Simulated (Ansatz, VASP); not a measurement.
# Pb in VASP and in Ansatz

The input POSCAR:

```
Pb
1.0
    0.0000000000      2.5235621278      2.5235621278
    2.5235621278      0.0000000000      2.5235621278
    2.5235621278      2.5235621278      0.0000000000
Pb
1
Direct
    0.0000000000      0.0000000000      0.0000000000
```

The input INCAR.step1:

```
SYSTEM = Pb
PREC     = Accurate       ! precision mode
ENCUT    = 520            ! plane-wave cutoff, eV
EDIFF    = 1E-5           ! SCF threshold, eV
ISMEAR   = -1             ! smearing method
SIGMA    = 0.05           ! smearing width, eV
LREAL    = .FALSE.        ! projectors in reciprocal space
LASPH    = .TRUE.         ! aspherical terms in the spheres
NELM     = 100            ! most SCF steps
ALGO     = Normal         ! electronic algorithm
ISIF     = 2              ! what is computed and relaxed
LWAVE    = .TRUE.         ! write WAVECAR
GGA      = PE             ! functional
NBANDS   = 13             ! bands
```

File INCAR.step2:

```
SYSTEM = Pb
PREC     = Accurate       ! precision mode
ENCUT    = 520            ! plane-wave cutoff, eV
EDIFF    = 1E-6           ! SCF threshold, eV
ISMEAR   = -1             ! smearing method
SIGMA    = 0.05           ! smearing width, eV
LREAL    = .FALSE.        ! projectors in reciprocal space
LASPH    = .TRUE.         ! aspherical terms in the spheres
NELM     = 100            ! most SCF steps
ALGO     = Normal         ! electronic algorithm
ISIF     = 2              ! what is computed and relaxed
LWAVE    = .FALSE.        ! write WAVECAR
LCHARG   = .TRUE.         ! write CHGCAR
GGA      = PE             ! functional
LHFCALC  = .TRUE.         ! exact exchange
HFSCREEN = 0.2079         ! screening, 1/A
PRECFOCK = Normal       
LELF     = .TRUE.         ! ELF
LVHAR    = .TRUE.       
ISTART   = 1            
NBANDS   = 13             ! bands
```

KPOINTS

```
Automatic mesh
0
G
  5 5 5
  0 0 0
```

The input input.yaml:

```yaml
crystal:
  lattice:
    - [0.0, 2.5235621278, 2.5235621278]
    - [2.5235621278, 0.0, 2.5235621278]
    - [2.5235621278, 2.5235621278, 0.0]
  atoms:
    - { symbol: Pb, position: [0.0, 0.0, 0.0] }
hamiltonian:
  xc: hse06
  pseudopotentials: { kind: paw }
kpoints:
  mp_grid: { grid: [5, 5, 5] }
scf:
  occupations: { method: fermi_dirac, width: 0.05 }
output:
  forces: true
  stress: true
  eigenvalues: true
```

Alike in both runs: task single point; functional HSE06; k mesh 5 × 5 × 5; occupations fermi-dirac, width 0.05 eV; no spin polarisation.

```csv
,VASP,Ansatz
version,VASP 6.6.1,Ansatz 0.2.0
potentials or method,"VASP PAW PBE potentials, release 64 (Pb_d)",Ansatz PAW
plane-wave cutoff (eV),520,420
valence electrons in the cell,14,14
```

|  | VASP | Ansatz | Ansatz less VASP |
| --- | --- | --- | --- |
| gap on the k mesh at the Fermi level (eV) | none | none | - |
| pressure (GPa) | -2.1 | -2.0 | +0.10 |

A gap of «none» marks a metal or a gap that the smearing closes. The functional is the same, so the differences come from potentials, cutoffs and numerics.

The k mesh is coarse, so the values compare programs but aren't converged. Neither program's run includes spin-orbit coupling.
